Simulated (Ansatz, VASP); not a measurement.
**WS2 in VASP and in Ansatz**

File INCAR:

```
PREC = Accurate
ENCUT = 520
EDIFF = 1E-7
ISMEAR = 0
SIGMA = 0.05
LREAL = False
LASPH = True
NELM = 80
ALGO = Normal
ISIF = 2
LWAVE = False
LCHARG = False
NBANDS = 35
```

File KPOINTS:

```
regular mesh
0
Gamma
  12 12 4
```

Contents of POSCAR:

```
WS2
1.0
    3.1812289120      0.0000000000      0.0000000000
   -1.5906144560      2.7550250530      0.0000000000
    0.0000000000      0.0000000000     12.3643864273
W S
2 4
Direct
    0.3333333333      0.6666666667      0.2500000000
    0.6666666667      0.3333333333      0.7500000000
    0.3333333333      0.6666666667      0.6077145164
    0.6666666667      0.3333333333      0.1077145164
    0.3333333333      0.6666666667      0.8922854836
    0.6666666667      0.3333333333      0.3922854836
```

Input for Ansatz:

```yaml
crystal:
  lattice:
    - [3.181228912, 0.0, 0.0]
    - [-1.590614456, 2.755025053, 0.0]
    - [0.0, 0.0, 12.3643864273]
  atoms:
    - { symbol: W, position: [0.3333333333, 0.6666666667, 0.25] }
    - { symbol: W, position: [0.6666666667, 0.3333333333, 0.75] }
    - { symbol: S, position: [0.3333333333, 0.6666666667, 0.6077145164] }
    - { symbol: S, position: [0.6666666667, 0.3333333333, 0.1077145164] }
    - { symbol: S, position: [0.3333333333, 0.6666666667, 0.8922854836] }
    - { symbol: S, position: [0.6666666667, 0.3333333333, 0.3922854836] }
basis:
  ecutwfc: 420
kpoints:
  mp_grid: { grid: [12, 12, 4] }
hamiltonian:
  xc: lda
  pseudopotentials: { kind: paw, azcp: { folder: soft_1 } }
scf:
  occupations: { method: gaussian, width: 0.05 }
output:
  forces: true
  stress: true
  eigenvalues: true
```

Alike in both runs: task single point; functional LDA; k mesh 12 × 12 × 4; occupations gaussian, width 0.05 eV; no spin polarisation.

```csv
,VASP,Ansatz
version,VASP 6.6.1,Ansatz 0.2.0
potentials or method,"VASP PAW LDA potentials, release 64 (W_sv, S), cutoff 520 eV","scalar-relativistic, plane waves, PAW"
valence electrons in the cell,52,52
```

```csv
,VASP,Ansatz,Ansatz less VASP
gap on the k mesh at the Fermi level (eV),0.68,0.68,-0.003
least direct gap on the mesh (eV),1.43,1.43,-0.002
pressure (GPa),-20.9,-21.1,-0.27
"traceless stress, the component that is largest in VASP (GPa)",-12.10,-12.12,-0.015
rms of the force components (eV/Å),1.564,1.578,+0.0133
```

Ansatz warns that its potentials were made for another functional, while VASP's fit it. LDA's correlation is that of Perdew and Zunger in VASP and of Perdew and Wang (1992) in Ansatz. Atom by atom the forces differ by 0.013 eV/Å (rms over components).

Neither program's run includes spin-orbit coupling.
